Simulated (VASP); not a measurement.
A run of VASP 6.6.1:

File INCAR:

```
SYSTEM = Al3GaN4
PREC = Accurate
ENCUT = 520
EDIFF = 1E-7
ISMEAR = 0
SIGMA = 0.05
LREAL = .FALSE.
LASPH = .TRUE.
NELM = 60
ALGO = Normal
ISIF = 2
LWAVE = .FALSE.
LCHARG = .FALSE.
GGA = PS
NBANDS = 31
```

File KPOINTS:

```
regular mesh
0
G
  6 6 6
  0 0 0
```

The input POSCAR:

```
Al3GaN4
1.0
    4.2407487213      0.0000000000      0.0000000000
    0.0000000000      4.2407487213      0.0000000000
    0.0000000000      0.0000000000      4.5057955163
Al Ga N
3 1 4
Direct
    0.5000000000      0.5000000000      0.0000000000
    0.5000000000      0.0000000000      0.5000000000
    0.0000000000      0.5000000000      0.5000000000
    0.0000000000      0.0000000000      0.0000000000
    0.7447140287      0.7447140287      0.2552859713
    0.7447140287      0.2552859713      0.7447140287
    0.2552859713      0.7447140287      0.7447140287
    0.2552859713      0.2552859713      0.2552859713
```

Potentials or basis: VASP PAW PBE potentials, release 64 (Al, Ga_d, N).

The run is started by

```sh
$ cat potpaw_PBE.64/Al/POTCAR potpaw_PBE.64/Ga_d/POTCAR potpaw_PBE.64/N/POTCAR > POTCAR
$ mpirun -np 1 vasp_std > vasp.out
```

Hardware: 1 thread of Intel Xeon 8259CL (shared host).

Estimate the wall time of this run.

Run time: 2.7 min on 1 thread of Intel Xeon 8259CL, on a shared host, peak memory 0.24 GiB. Counts: scf iterations 15, k points 40.
